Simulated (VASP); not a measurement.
# AlNi3 (Pm-3m) in VASP: further runs

The runs below take AlNi3 through single point, with LDA.

Everything below comes from runs of VASP 6.6.1. Logs are shortened: lines on timing, memory, paths and dates and some standing lists are left out, and cuts for length are marked.

## Step 1: The cell of the first run

Symmetry: Pm-3m, No. 221, cubic system. The conventional cell has a = 3.523 Å, b = 3.523 Å, c = 3.523 Å, α = 90.00°, β = 90.00°, γ = 90.00°. Al (site symmetry m-3m) has 12 Ni at 2.49 Å within 3.3 Å. Within 3.3 Å of Ni (site symmetry 4/mmm) lie 4 Al at 2.49 Å and 8 Ni at 2.49 Å.

## Step 2: Single point, LDA, collinear spin, ferromagnetic start

INCAR reads:

```
ALGO = Normal
EDIFF = 1E-6
ENCUT = 520
ISIF = 2
ISMEAR = -1
ISPIN = 2
LASPH = True
LCHARG = False
LMAXMIX = 4
LORBIT = 11
LREAL = False
LWAVE = False
MAGMOM = 0 1 1 1
NBANDS = 28
NELM = 150
PREC = Accurate
SIGMA = 0.15
```

KPOINTS reads:

```
k-points
0
Gamma
  7 7 7
```

POSCAR reads:

```
AlNi3
1.0
    3.5230550000      0.0000000000      0.0000000000
    0.0000000000      3.5230550000      0.0000000000
    0.0000000000      0.0000000000      3.5230550000
Al Ni
1 3
Direct
    0.0000000000      0.0000000000      0.0000000000
    0.0000000000      0.5000000000      0.5000000000
    0.5000000000      0.0000000000      0.5000000000
    0.5000000000      0.5000000000      0.0000000000
```

Potentials or basis: VASP PAW LDA potentials, release 64 (Al, Ni).

Launch:

```sh
$ cat potpaw_LDA.64/Al/POTCAR potpaw_LDA.64/Ni/POTCAR > POTCAR
$ mpirun -np 1 vasp_std > vasp.out
```

OUTCAR:

```text
EDIFF = 1E-6
   ENCUT = 520
   ISIF = 2
   ISMEAR = -1
   ISPIN = 2
   LASPH = True
   LORBIT = 11
   LREAL = False
   NELM = 150
   PREC = Accurate

 ion  position               nearest neighbor table
   1  0.000  0.000  0.000-   2 2.49   3 2.49   4 2.49   2 2.49   3 2.49   2 2.49   4 2.49   2 2.49
                             3 2.49   4 2.49   3 2.49   4 2.49
   2  0.000  0.500  0.500-   1 2.49   3 2.49   4 2.49   1 2.49   4 2.49   1 2.49   3 2.49   1 2.49
                             3 2.49   4 2.49   4 2.49   3 2.49
   3  0.500  0.000  0.500-   1 2.49   2 2.49   4 2.49   1 2.49   4 2.49   2 2.49   4 2.49   4 2.49
                             1 2.49   2 2.49   1 2.49   2 2.49
   4  0.500  0.500  0.000-   1 2.49   2 2.49   3 2.49   2 2.49   3 2.49   1 2.49   3 2.49   3 2.49
                             1 2.49   2 2.49   2 2.49   1 2.49

  LATTYP: Found a simple cubic cell.
 ALAT       =     3.5230550000

  Lattice vectors:

 A1 = (   3.5230550000,   0.0000000000,   0.0000000000)
 A2 = (   0.0000000000,   3.5230550000,   0.0000000000)
 A3 = (   0.0000000000,   0.0000000000,   3.5230550000)

Analysis of symmetry for initial positions (statically):
=====================================================================
 Subroutine PRICEL returns:
 Original cell was already a primitive cell.

 Routine SETGRP: Setting up the symmetry group for a
 simple cubic supercell.

 Subroutine GETGRP returns: Found 48 space group operations
 (whereof 48 operations were pure point group operations)
 out of a pool of 48 trial point group operations.

The static configuration has the point symmetry O_h .

Analysis of symmetry for dynamics (positions and initial velocities):
=====================================================================
 Subroutine PRICEL returns:
 Original cell was already a primitive cell.

 Routine SETGRP: Setting up the symmetry group for a
 simple cubic supercell.

 Subroutine GETGRP returns: Found 48 space group operations
 (whereof 48 operations were pure point group operations)
 out of a pool of 48 trial point group operations.

The dynamic configuration has the point symmetry O_h .

Analysis of structural, dynamic, and magnetic symmetry:
=====================================================================
 Subroutine PRICEL returns:
 Original cell was already a primitive cell.

 Routine SETGRP: Setting up the symmetry group for a
 simple cubic supercell.

 Subroutine GETGRP returns: Found 48 space group operations
 (whereof 48 operations were pure point group operations)
 out of a pool of 48 trial point group operations.

The overall configuration has the point symmetry O_h .

 Subroutine INISYM returns: Found 48 space group operations
 (whereof 48 operations are pure point group operations),
 and found     1 'primitive' translations

----------------------------------------------------------------------------------------

                                     Primitive cell

  volume of cell :      43.7279

  direct lattice vectors                    reciprocal lattice vectors
     3.523055000  0.000000000  0.000000000     0.283844561  0.000000000  0.000000000
     0.000000000  3.523055000  0.000000000     0.000000000  0.283844561  0.000000000
     0.000000000  0.000000000  3.523055000     0.000000000  0.000000000  0.283844561

  length of vectors
     3.523055000  3.523055000  3.523055000     0.283844561  0.283844561  0.283844561

  position of ions in fractional coordinates (direct lattice)
     0.000000000  0.000000000  0.000000000
     0.000000000  0.500000000  0.500000000
     0.500000000  0.000000000  0.500000000
     0.500000000  0.500000000  0.000000000

  ion indices of the primitive-cell ions
   primitive index   ion index
                 1           1
                 2           2
                 3           3
                 4           4

----------------------------------------------------------------------------------------

 KPOINTS: k-points

Automatic generation of k-mesh.
 Grid dimensions read from file:
 generate k-points for:    7    7    7

 Generating k-lattice:

  Cartesian coordinates                     Fractional coordinates (reciprocal lattice)
     0.040549223  0.000000000  0.000000000     0.142857143  0.000000000  0.000000000
     0.000000000  0.040549223  0.000000000     0.000000000  0.142857143  0.000000000
     0.000000000  0.000000000  0.040549223     0.000000000  0.000000000  0.142857143

  Length of vectors
     0.040549223  0.040549223  0.040549223

  Shift w.r.t. Gamma in fractional coordinates (k-lattice)
     0.000000000  0.000000000  0.000000000

 Subroutine IBZKPT returns following result:
 ===========================================

 Found     20 irreducible k-points:

 Following reciprocal coordinates:
            Coordinates               Weight
  0.000000  0.000000  0.000000      1.000000
  0.142857  0.000000  0.000000      6.000000
  0.285714  0.000000  0.000000      6.000000
  0.428571  0.000000  0.000000      6.000000
  0.142857  0.142857  0.000000     12.000000
  0.285714  0.142857  0.000000     24.000000
[... 12 lines left out ...]
  0.428571  0.428571  0.285714     24.000000
  0.428571  0.428571  0.428571      8.000000
   k-points           NKPTS =     20   k-points in BZ     NKDIM =     20   number of bands    NBANDS=     28
   number of dos      NEDOS =    301   number of ions     NIONS =      4
   total plane-waves  NPLWV =  21952
   dimension x,y,z NGX =    28 NGY =   28 NGZ =   28
   dimension x,y,z NGXF=    56 NGYF=   56 NGZF=   56
   ions per type =               1   3
   NGX,Y,Z   is equivalent  to a cutoff of  13.21, 13.21, 13.21 a.u.
   NGXF,Y,Z  is equivalent  to a cutoff of  26.43, 26.43, 26.43 a.u.
 SYSTEM =  unknown system
   PREC   = accura    normal or accurate (medium, high low for compatibility)
   ISTART =      0    job   : 0-new  1-cont  2-samecut
   ICHARG =      2    charge: 1-file 2-atom 10-const
   ISPIN  =      2    spin polarized calculation?
   LNONCOLLINEAR =      F non collinear calculations
   LSORBIT =      F    spin-orbit coupling
   LASPH  =      T    aspherical Exc in radial PAW
   ENCUT  =  520.0 eV  38.22 Ry    6.18 a.u.   6.55  6.55  6.55*2*pi/ulx,y,z
   NELM   =    150;   NELMIN=  2; NELMDL= -5     # of ELM steps
   EDIFF  = 0.1E-05   stopping-criterion for ELM
   LREAL  =      F    real-space projection
   EDIFFG = 0.1E-04   stopping-criterion for IOM
   NSW    =      0    number of steps for IOM
   IBRION =     -1    ionic relax: 0-MD 1-quasi-New 2-CG
   NFREE  =      0    steps in history (QN), initial steepest desc. (CG)
   ISIF   =      2    stress and relaxation
   ISYM   =      2    0-nonsym 1-usesym 2-fastsym
   POTIM  = 0.5000    time-step for ionic-motion
   TEBEG  =    0.0;   TEEND  =   0.0 temperature during run
   PSTRESS=    0.0 pullay stress
   NELECT =      33.0000    total number of electrons
   NUPDOWN=      -1.0000    fix difference up-down
   EMIN   =  10.00;   EMAX   =-10.00  energy-range for DOS
   EFERMI =   0.00;   METHOD = LEGACY
   ISMEAR =    -1;   SIGMA  =   0.15  broadening in eV -4-tet -1-fermi 0-gaus
   EFERMI_NEDOS =   21; number of points for ismear=-14 and -15
   IALGO  =     38    algorithm
   IMIX   =      4    mixing-type and parameters
     AMIX     =   0.40;   BMIX     =  1.00
     AMIX_MAG =   1.60;   BMIX_MAG =  1.00
  volume/ion in A,a.u.               =      10.93        73.77
  Fermi-wavevector in a.u.,A,eV,Ry     =   1.490482  2.816602 30.225838  2.221536
  Thomas-Fermi vector in A             =   2.603258
   LORBIT       =     11    0 simple, 1 ext, 2 COOP (PROOUT), +10 PAW based schemes
   GGA     = CA    functional components
   LHFCALC =     F    Hartree Fock is set to
   AEXX    =    0.0000 exact exchange contribution
   IVDW    =     0    specifies the selected vdW correction
   LEPSILON=     F    determine dielectric tensor
   LRPA    =     F    only Hartree local field effects (RPA)
 spin polarized calculation
  energy-cutoff  :      520.00
  volume of cell :       43.73
 maximum number of plane-waves:      1189
 NGX is ok and might be reduce to    28
   NGX = 13   NGY = 13   NGZ = 13

 number of electron      32.9999981 magnetization      -0.0034865

 number of electron      32.9999981 magnetization       0.0001304

 Free energy of the ion-electron system (eV)
  ---------------------------------------------------
  ext. energy  EPLUGINS =         0.00000000
  ---------------------------------------------------
  free energy    TOTEN  =       -25.95007168 eV

  energy without entropy =      -25.66403085  energy(sigma->0) =      -25.80705126

 E-fermi :   9.6599     XC(G=0): -13.1577

 val. band max:        9.6538515747   @ k =   0.1429   0.1429   0.0000
 cond. band min:       9.6681539899   @ k =   0.1429   0.1429   0.1429
 fundamental gap:      0.0143024151
 Fermi energy:         9.6599187303

 spin component 1

 k-point     1 :       0.0000    0.0000    0.0000
  band No.  band energies     occupation
      1      -0.4926      1.00000
      2       5.2101      1.00000
      3       5.9173      1.00000
      4       5.9173      1.00000
      5       6.3259      1.00000
      6       6.3259      1.00000
[... 20 lines left out ...]
     27      23.8137      0.00000
     28      23.8137      0.00000

 k-point     2 :       0.1429    0.0000    0.0000
  band No.  band energies     occupation
      1      -0.2384      1.00000
      2       5.2710      1.00000
      3       5.7678      1.00000
      4       6.0788      1.00000
      5       6.3660      1.00000
      6       6.3660      1.00000
[... 20 lines left out ...]
     27      23.2364      0.00000
     28      23.2364      0.00000

 k-point     3 :       0.2857    0.0000    0.0000
  band No.  band energies     occupation
      1       0.5056      1.00000
      2       4.7241      1.00000
      3       5.7706      1.00000
      4       6.4684      1.00000
      5       6.4684      1.00000
      6       6.5056      1.00000
[... 491 lines left out ...]
      2       4.9922      1.00000
      3       5.3124      1.00000
      4       5.9945      1.00000
      5       6.9747      1.00000
      6       7.0655      1.00000
[... 20 lines left out ...]
     27      27.0145      0.00000
     28      28.5209      0.00000

 k-point    20 :       0.4286    0.4286    0.4286
  band No.  band energies     occupation
      1       3.8723      1.00000
      2       5.3178      1.00000
      3       5.6793      1.00000
      4       5.6793      1.00000
      5       7.2753      1.00000
      6       7.2971      1.00000
[... 20 lines left out ...]
     27      29.9772      0.00000
     28      30.1895      0.00000
 Fermi energy:         9.6599187303

 spin component 2

 k-point     1 :       0.0000    0.0000    0.0000
  band No.  band energies     occupation
      1      -0.4926      1.00000
      2       5.2102      1.00000
      3       5.9173      1.00000
      4       5.9173      1.00000
      5       6.3259      1.00000
      6       6.3259      1.00000
[... 20 lines left out ...]
     27      23.8136      0.00000
     28      23.8136      0.00000

 k-point     2 :       0.1429    0.0000    0.0000
  band No.  band energies     occupation
      1      -0.2385      1.00000
      2       5.2710      1.00000
      3       5.7678      1.00000
      4       6.0788      1.00000
      5       6.3660      1.00000
      6       6.3660      1.00000
[... 20 lines left out ...]
     27      23.2364      0.00000
     28      23.2364      0.00000

 k-point     3 :       0.2857    0.0000    0.0000
  band No.  band energies     occupation
      1       0.5056      1.00000
      2       4.7241      1.00000
      3       5.7706      1.00000
      4       6.4684      1.00000
      5       6.4684      1.00000
      6       6.5056      1.00000
[... 492 lines left out ...]
      3       5.3124      1.00000
      4       5.9946      1.00000
      5       6.9748      1.00000
      6       7.0655      1.00000
[... 20 lines left out ...]
     27      27.0145      0.00000
     28      28.5222      0.00000

 k-point    20 :       0.4286    0.4286    0.4286
  band No.  band energies     occupation
      1       3.8724      1.00000
      2       5.3178      1.00000
      3       5.6793      1.00000
      4       5.6793      1.00000
      5       7.2753      1.00000
      6       7.2971      1.00000
[... 20 lines left out ...]
     27      29.9719      0.00000
     28      30.1895      0.00000

------------------------ aborting loop because EDIFF is reached ----------------------------------------

  FORCE on cell =-STRESS in cart. coord.  units (eV):
  Direction    XX          YY          ZZ          XY          YZ          ZX
  --------------------------------------------------------------------------------------
  -------------------------------------------------------------------------------------
  Total       -1.8250034     -1.8250034     -1.8250034      0.0000000     -0.0000000      0.0000000
  in kB      -66.8676377    -66.8676377    -66.8676377      0.0000000     -0.0000000      0.0000000
  external PRESSURE =     -66.8676377 kB  Pullay stress =       0.0000000 kB

 VOLUME and BASIS-vectors are now :
 -----------------------------------------------------------------------------
  energy-cutoff  :      520.00
  volume of cell :       43.73
      direct lattice vectors                 reciprocal lattice vectors
     3.523055000  0.000000000  0.000000000     0.283844561  0.000000000  0.000000000
     0.000000000  3.523055000  0.000000000     0.000000000  0.283844561  0.000000000
     0.000000000  0.000000000  3.523055000     0.000000000  0.000000000  0.283844561

 POSITION                                       TOTAL-FORCE (eV/Angst)
 -----------------------------------------------------------------------------------
      0.00000      0.00000      0.00000         0.000000      0.000000      0.000000
      0.00000      1.76153      1.76153         0.000000      0.000000      0.000000
      1.76153      0.00000      1.76153         0.000000      0.000000      0.000000
      1.76153      1.76153      0.00000         0.000000      0.000000      0.000000
 -----------------------------------------------------------------------------------
    total drift:                                0.000000      0.000000      0.000000

  FREE ENERGIE OF THE ION-ELECTRON SYSTEM (eV)
  ---------------------------------------------------
  free  energy   TOTEN  =       -25.9500716818 eV

  energy  without entropy=      -25.6640308463  energy(sigma->0) =      -25.80705126

 total charge

# of ion       s       p       d       tot
------------------------------------------
    1        0.415   0.409   0.000   0.824
    2        0.510   0.544   8.410   9.465
    3        0.510   0.544   8.410   9.465
    4        0.510   0.544   8.410   9.465
--------------------------------------------------
tot          1.945   2.041  25.231  29.218

 magnetization (x)

# of ion       s       p       d       tot
------------------------------------------
    1        0.000  -0.000   0.000   0.000
    2        0.000  -0.000   0.000   0.000
    3        0.000  -0.000   0.000   0.000
    4        0.000  -0.000   0.000   0.000
--------------------------------------------------
tot          0.000  -0.000   0.000   0.000
```

Run time: 54 s. Hardware: 1 thread of Intel Xeon Platinum 8375C at 2.90GHz (Ice Lake), shared host; peak memory 0.16 GiB.

What came out:

- Free energy: -25.9501 eV
- Pressure: -6.7 GPa
- Net moment: 0.00 μB per cell
- Valence electrons inside the program's atomic spheres: Al 0.82; Ni 9.46

## Step 3: Single point, LDA, collinear spin, ferromagnetic start

INCAR reads:

```
PREC = Accurate
ENCUT = 520
EDIFF = 1E-7
ISMEAR = -1
SIGMA = 0.15
LREAL = False
LASPH = True
NELM = 150
ALGO = Normal
ISIF = 2
LWAVE = False
LCHARG = False
ISPIN = 2
MAGMOM = 0 1 1 1
LORBIT = 11
LMAXMIX = 4
GGA = CA
NBANDS = 28
```

KPOINTS reads:

```
regular mesh
0
Gamma
  7 7 7
```

POSCAR is that of step 2.

Potentials or basis: VASP PAW LDA potentials, release 64 (Al, Ni).

Launch:

```sh
$ cat potpaw_LDA.64/Al/POTCAR potpaw_LDA.64/Ni/POTCAR > POTCAR
$ mpirun -np 1 vasp_std > vasp.out
```

OUTCAR:

```text
PREC = Accurate
   ENCUT = 520
   EDIFF = 1E-7
   ISMEAR = -1
   LREAL = False
   LASPH = True
   NELM = 150
   ISIF = 2
   ISPIN = 2
   LORBIT = 11
   GGA = CA

 ion  position               nearest neighbor table
   1  0.000  0.000  0.000-   2 2.49   3 2.49   4 2.49   2 2.49   3 2.49   2 2.49   4 2.49   2 2.49
                             3 2.49   4 2.49   3 2.49   4 2.49
   2  0.000  0.500  0.500-   1 2.49   3 2.49   4 2.49   1 2.49   4 2.49   1 2.49   3 2.49   1 2.49
                             3 2.49   4 2.49   4 2.49   3 2.49
   3  0.500  0.000  0.500-   1 2.49   2 2.49   4 2.49   1 2.49   4 2.49   2 2.49   4 2.49   4 2.49
                             1 2.49   2 2.49   1 2.49   2 2.49
   4  0.500  0.500  0.000-   1 2.49   2 2.49   3 2.49   2 2.49   3 2.49   1 2.49   3 2.49   3 2.49
                             1 2.49   2 2.49   2 2.49   1 2.49

  LATTYP: Found a simple cubic cell.
 ALAT       =     3.5230550000

  Lattice vectors:

 A1 = (   3.5230550000,   0.0000000000,   0.0000000000)
 A2 = (   0.0000000000,   3.5230550000,   0.0000000000)
[... 1446 lines left out ...]
  Direction    XX          YY          ZZ          XY          YZ          ZX
  --------------------------------------------------------------------------------------
  -------------------------------------------------------------------------------------
  Total       -1.8222146     -1.8222146     -1.8222146      0.0000000      0.0000000     -0.0000000
  in kB      -66.7654602    -66.7654602    -66.7654602      0.0000000      0.0000000     -0.0000000
  external PRESSURE =     -66.7654602 kB  Pullay stress =       0.0000000 kB

 VOLUME and BASIS-vectors are now :
 -----------------------------------------------------------------------------
  energy-cutoff  :      520.00
  volume of cell :       43.73
      direct lattice vectors                 reciprocal lattice vectors
     3.523055000  0.000000000  0.000000000     0.283844561  0.000000000  0.000000000
     0.000000000  3.523055000  0.000000000     0.000000000  0.283844561  0.000000000
     0.000000000  0.000000000  3.523055000     0.000000000  0.000000000  0.283844561

 POSITION                                       TOTAL-FORCE (eV/Angst)
 -----------------------------------------------------------------------------------
      0.00000      0.00000      0.00000         0.000000      0.000000      0.000000
      0.00000      1.76153      1.76153         0.000000      0.000000      0.000000
      1.76153      0.00000      1.76153         0.000000      0.000000      0.000000
      1.76153      1.76153      0.00000         0.000000      0.000000      0.000000
 -----------------------------------------------------------------------------------
    total drift:                                0.000000      0.000000      0.000000

  FREE ENERGIE OF THE ION-ELECTRON SYSTEM (eV)
  ---------------------------------------------------
  free  energy   TOTEN  =       -25.9500717061 eV

  energy  without entropy=      -25.6640312398  energy(sigma->0) =      -25.80705147

 total charge

# of ion       s       p       d       tot
------------------------------------------
    1        0.415   0.409   0.000   0.824
    2        0.510   0.544   8.410   9.465
    3        0.510   0.544   8.410   9.465
    4        0.510   0.544   8.410   9.465
--------------------------------------------------
tot          1.945   2.041  25.231  29.218

 magnetization (x)

# of ion       s       p       d       tot
------------------------------------------
    1        0.000  -0.000   0.000   0.000
    2       -0.000  -0.000   0.000   0.000
    3       -0.000  -0.000   0.000   0.000
    4       -0.000  -0.000   0.000   0.000
--------------------------------------------------
tot         -0.000  -0.000   0.000   0.000
```

It took 63 s on 1 thread of Intel Xeon Platinum 8375C at 2.90GHz (Ice Lake), shared host; peak memory 0.16 GiB.

Results:

```
Free energy                                           : -25.9501 eV
Pressure                                              : -6.7 GPa
Net moment                                            : 0.00 μB per cell
Valence electrons inside the program's atomic spheres : Al 0.82; Ni 9.46
```
